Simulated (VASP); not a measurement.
# Ga (I4/mmm) in VASP: notebook, part 2 of 2

VASP 6.6.1. Earlier steps stand in the parts before.

## 5. Single point, r2SCAN (strain +0.015 along x and y, +0.000 along z)

Contents of POSCAR:

```
Ga
1.0
   -1.4250600000      1.4250600000      2.2290000000
    1.4250600000     -1.4250600000      2.2290000000
    1.4250600000      1.4250600000     -2.2290000000
Ga
1
Direct
    0.0000000000      0.0000000000      0.0000000000
```

Contents of INCAR.step1:

```
SYSTEM = Ga
PREC = Accurate
ENCUT = 520
ISMEAR = 0
SIGMA = 0.15
LREAL = .False.
LASPH = .True.
NELM = 100
NBANDS = 12
GGA = PE
ALGO = Normal
EDIFF = 1E-4
LWAVE = .True.
LCHARG = .False.
```

Contents of INCAR.step2:

```
SYSTEM = Ga
PREC = Accurate
ENCUT = 520
EDIFF = 1E-7
ISMEAR = 0
SIGMA = 0.15
LREAL = .False.
LASPH = .True.
NELM = 100
ALGO = Normal
ISIF = 2
LWAVE = .False.
LCHARG = .True.
METAGGA = R2SCAN
LMIXTAU = .True.
LELF = .True.
LVHAR = .True.
NBANDS = 12
ISTART = 1
```

Contents of KPOINTS:

```
Automatic mesh
0
Gamma
  24 24 24
  0 0 0
```

Potentials or basis: VASP PAW PBE potentials, release 64 (Ga_d).

Command:

```
$ cat potpaw_PBE.64/Ga_d/POTCAR > POTCAR
$ cp INCAR.step1 INCAR
$ mpirun -np 1 vasp_std > vasp.out
$ cp INCAR.step2 INCAR
$ mpirun -np 1 vasp_std > vasp.out
```

OUTCAR:

```text
SYSTEM = Ga
   PREC = Accurate
   ENCUT = 520
   EDIFF = 1E-7
   ISMEAR = 0
   LREAL = .False.
   LASPH = .True.
   NELM = 100
   ISIF = 2
   METAGGA = R2SCAN
   ISTART = 1

 ion  position               nearest neighbor table
   1  0.000  0.000  0.000-

  LATTYP: Found a body centered tetragonal cell.
 ALAT       =     2.8501200000
 C/A-ratio  =     1.5641446676

  Lattice vectors:

 A1 = (  -1.4250600000,   1.4250600000,   2.2290000000)
 A2 = (   1.4250600000,  -1.4250600000,   2.2290000000)
 A3 = (   1.4250600000,   1.4250600000,  -2.2290000000)

Analysis of symmetry for initial positions (statically):
=====================================================================
 Subroutine PRICEL returns:
 Original cell was already a primitive cell.

 Routine SETGRP: Setting up the symmetry group for a
 body centered tetragonal supercell.

 Subroutine GETGRP returns: Found 16 space group operations
 (whereof 16 operations were pure point group operations)
 out of a pool of 16 trial point group operations.

The static configuration has the point symmetry D_4h.

[... 166 lines left out ...]
  band No.  band energies     occupation
      1      -9.7195      2.00000
      2      -9.6099      2.00000
      3      -9.6099      2.00000
      4      -9.5722      2.00000
      5      -9.4507      2.00000
      6      -6.1368      2.00000
      7      19.2662      0.00000
      8      19.2663      0.00000
      9      19.3924      0.00000
     10      22.7126      0.00000
     11      22.8739      0.00000
     12      23.4067      0.00000
[... 331 lines left out ...]
 k-point    24 :       0.4583    0.0417    0.0000
  band No.  band energies     occupation
      1      -9.7455      2.00000
      2      -9.6879      2.00000
      3      -9.5942      2.00000
      4      -9.4114      2.00000
      5      -9.3772      2.00000
      6       0.1991      2.00000
      7       2.0523      2.00000
      8      15.0159      0.00000
      9      17.3714      0.00000
     10      19.5678      0.00000
     11      21.1614      0.00000
     12      23.3479      0.00000

 [... further k-points ...]

------------------------ aborting loop because EDIFF is reached ----------------------------------------

  FORCE on cell =-STRESS in cart. coord.  units (eV):
  Direction    XX          YY          ZZ          XY          YZ          ZX
  --------------------------------------------------------------------------------------
  -------------------------------------------------------------------------------------
  Total       -0.0804651     -0.0804651     -0.0927004      0.0000000      0.0000000      0.0000000
  in kB       -7.1200287     -7.1200287     -8.2026789      0.0000000      0.0000000      0.0000000
  external PRESSURE =      -7.4809121 kB  Pullay stress =       0.0000000 kB

 VOLUME and BASIS-vectors are now :
 -----------------------------------------------------------------------------
  energy-cutoff  :      520.00
  volume of cell :       18.11
      direct lattice vectors                 reciprocal lattice vectors
    -1.425060000  1.425060000  2.229000000     0.000000000  0.350862420  0.224315837
     1.425060000 -1.425060000  2.229000000     0.350862420  0.000000000  0.224315837
     1.425060000  1.425060000 -2.229000000     0.350862420  0.350862420  0.000000000

 POSITION                                       TOTAL-FORCE (eV/Angst)
 -----------------------------------------------------------------------------------
      0.00000      0.00000      0.00000         0.000000      0.000000     -0.000000
 -----------------------------------------------------------------------------------
    total drift:                                0.000000      0.000000     -0.000000

  FREE ENERGIE OF THE ION-ELECTRON SYSTEM (eV)
  ---------------------------------------------------
  free  energy   TOTEN  =       -11.3095873239 eV

  energy  without entropy=      -11.3053713899  energy(sigma->0) =      -11.30747936
```

OSZICAR.step1:

```text
N       E                     dE             d eps       ncg     rms          rms(c)
DAV:   1     0.433690159598E+02    0.43369E+02   -0.66873E+03 27620   0.190E+03
DAV:   2    -0.801478073484E+00   -0.44170E+02   -0.42486E+02 26920   0.262E+02
DAV:   3    -0.289666270966E+01   -0.20952E+01   -0.20901E+01 29432   0.453E+01
DAV:   4    -0.291353016170E+01   -0.16867E-01   -0.16865E-01 29212   0.435E+00
DAV:   5    -0.291371238805E+01   -0.18223E-03   -0.18222E-03 30484   0.434E-01    0.879E-01
DAV:   6    -0.289054283623E+01    0.23170E-01   -0.36241E-02 31892   0.392E+00    0.445E-01
DAV:   7    -0.288514867088E+01    0.53942E-02   -0.69946E-03 37284   0.144E+00    0.120E-01
DAV:   8    -0.288454732010E+01    0.60135E-03   -0.65256E-04 29036   0.470E-01    0.895E-03
DAV:   9    -0.288455104853E+01   -0.37284E-05   -0.58278E-06 18228   0.384E-02
   1 F= -.28845510E+01 E0= -.28824072E+01  d E =-.428777E-02
```

Wall time 4.1 min (1 thread of Intel Xeon 6975P-C (Granite Rapids), shared host); peak memory 0.34 GiB.

What came out:

| Item | Value |
| --- | --- |
| Free energy | -11.3096 eV |
| Pressure | -0.7 GPa |

Caveat: the cell differs from its parent crystal (strain +0.015 along x and y, +0.000 along z); the PAW data sets were made with another functional, which shifts forces and pressure a little.

## 6. Single point, r2SCAN (strain +0.030 along x and y, +0.000 along z)

Contents of POSCAR:

```
Ga
1.0
   -1.4461200000      1.4461200000      2.2290000000
    1.4461200000     -1.4461200000      2.2290000000
    1.4461200000      1.4461200000     -2.2290000000
Ga
1
Direct
    0.0000000000      0.0000000000      0.0000000000
```

Contents of INCAR.step1:

```
SYSTEM = Ga
  PREC = Accurate
  ENCUT = 520
  ISMEAR = 0
  SIGMA = 0.15
  LREAL = .FALSE.
  LASPH = .TRUE.
  NELM = 100
  NBANDS = 12
  GGA = PE
  ALGO = Normal
  EDIFF = 1E-4
  LWAVE = .TRUE.
  LCHARG = .FALSE.
```

Contents of INCAR.step2:

```
SYSTEM = Ga
  PREC = Accurate
  ENCUT = 520
  EDIFF = 1E-6
  ISMEAR = 0
  SIGMA = 0.15
  LREAL = .FALSE.
  LASPH = .TRUE.
  NELM = 100
  ALGO = Normal
  ISIF = 2
  LWAVE = .FALSE.
  LCHARG = .TRUE.
  METAGGA = R2SCAN
  LMIXTAU = .TRUE.
  LELF = .TRUE.
  LVHAR = .TRUE.
  NBANDS = 12
  ISTART = 1
```

Contents of KPOINTS:

```
Automatic mesh
0
G
  24 24 24
  0 0 0
```

Potentials or basis: VASP PAW PBE potentials, release 64 (Ga_d).

Command:

```
$ cat potpaw_PBE.64/Ga_d/POTCAR > POTCAR
$ cp INCAR.step1 INCAR
$ mpirun -np 1 vasp_std > vasp.out
$ cp INCAR.step2 INCAR
$ mpirun -np 1 vasp_std > vasp.out
```

Wall time 3.9 min (1 thread of Intel Xeon 6975P-C (Granite Rapids), shared host); peak memory 0.34 GiB.

The run converged. Its results:

| Property | Result |
| --- | --- |
| Free energy | -11.3046 eV |
| Pressure | -2.2 GPa |

Levels at points of the mesh, in eV from the Fermi level:
| k point | band 3 | band 4 | band 5 | band 6 | band 7 | band 8 | band 9 | band 10 |
| --- | --- | --- | --- | --- | --- | --- | --- | --- |
| (0.00, 0.00, 0.00) | -15.43 | -15.38 | -15.29 | -11.74 | 13.07 | 13.07 | 13.19 | 16.62 |
| (0.50, 0.00, 0.00) | -15.42 | -15.24 | -15.21 | -5.15 | -4.27 | 9.30 | 11.61 | 13.62 |
| (0.50, 0.50, 0.00) | -15.24 | -15.23 | -15.15 | -2.47 | -1.62 | 4.41 | 5.18 | 8.40 |
| (0.50, 0.50, 0.50) | -15.22 | -15.20 | -15.20 | -3.53 | -3.51 | 6.28 | 6.28 | 9.55 |

Caveat: the cell differs from its parent crystal (strain +0.030 along x and y, +0.000 along z); the PAW data sets were made with another functional, which shifts forces and pressure a little.

## 7. The runs side by side

```tsv
cell	gap on the mesh (eV)	pressure (GPa)
a = 3.055 Å, angles 124.4, 124.4, 82.6°, 1 atom	none	-2.2
a = 3.050 Å, angles 123.4, 123.4, 84.2°, 1 atom	none	-2.9
a = 3.075 Å, angles 123.9, 123.9, 83.4°, 1 atom	none	-3.5
a = 3.005 Å, angles 123.4, 123.4, 84.2°, 1 atom	none	-0.7
a = 3.025 Å, angles 122.9, 122.9, 85.1°, 1 atom	none	-2.2
```

Alike in all rows: task single point; level r2SCAN; potentials or basis VASP PAW PBE potentials, release 64 (Ga_d); no spin polarisation; k mesh 24 × 24 × 24; cutoff (eV) 520; smearing gaussian 0.15 eV.

Caveats: the PAW data sets were made with another functional, which shifts forces and pressure a little.

Total energies depend on the potentials used, so only differences within one code and one set of settings carry meaning.
